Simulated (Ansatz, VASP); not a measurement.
## Two plane-wave programs on Ge

The input INCAR:

```
SYSTEM = Ge
PREC = Accurate
ENCUT = 520
EDIFF = 1E-7
ISMEAR = 0
SIGMA = 0.15
LREAL = .False.
LASPH = .True.
NELM = 80
ALGO = Normal
ISIF = 2
LWAVE = .False.
LCHARG = .True.
GGA = PS
LELF = .True.
LVHAR = .True.
NBANDS = 36
```

KPOINTS

```
Automatic mesh
0
Gamma
  12 12 8
  0 0 0
```

POSCAR

```
Ge
1.0
    3.9969678618      0.0000000000      0.0000000000
   -1.9984839309      3.4614757064      0.0000000000
    0.0000000000      0.0000000000      6.5963651449
Ge
4
Direct
    0.6666666667      0.3333333333     -0.0280473287
    0.3333333333      0.6666666667      0.5629118567
    0.6666666667      0.3333333333      0.4370881433
    0.3333333333      0.6666666667      0.9370881433
```

Input for Ansatz:

```yaml
crystal:
  lattice:
    - [3.9969678618, 0.0, 0.0]
    - [-1.9984839309, 3.4614757064, 0.0]
    - [0.0, 0.0, 6.5963651449]
  atoms:
    - { symbol: Ge, position: [0.6666666667, 0.3333333333, -0.0280473287] }
    - { symbol: Ge, position: [0.3333333333, 0.6666666667, 0.5629118567] }
    - { symbol: Ge, position: [0.6666666667, 0.3333333333, 0.4370881433] }
    - { symbol: Ge, position: [0.3333333333, 0.6666666667, 0.9370881433] }
basis:
  ecutwfc: 420
kpoints:
  mp_grid: { grid: [12, 12, 8] }
hamiltonian:
  xc: pbesol
scf:
  occupations: { method: gaussian, width: 0.15 }
output:
  forces: true
  stress: true
  eigenvalues: true
```

Alike in both runs: task single point; functional PBEsol; k mesh 12 × 12 × 8; occupations gaussian, width 0.15 eV; no spin polarisation.

|  | VASP | Ansatz |
| --- | --- | --- |
| version | VASP 6.6.1 | Ansatz 0.2.0 |
| potentials or method | VASP PAW PBE potentials, release 64 (Ge_d), cutoff 520 eV | scalar-relativistic, plane waves, PAW |
| valence electrons in the cell | 56 | 56 |

```csv
,VASP,Ansatz,Ansatz less VASP
gap on the k mesh at the Fermi level (eV),none,none,-
pressure (GPa),3.5,3.6,+0.09
"traceless stress, the component that is largest in VASP (GPa)",-5.46,-5.53,-0.067
rms of the force components (eV/Å),0.801,0.800,-0.0008
```

VASP's potentials were made for PBE, not for PBEsol. Atom by atom the forces differ by 0.002 eV/Å (rms over components). A gap of «none» marks a metal or a gap that the smearing closes.
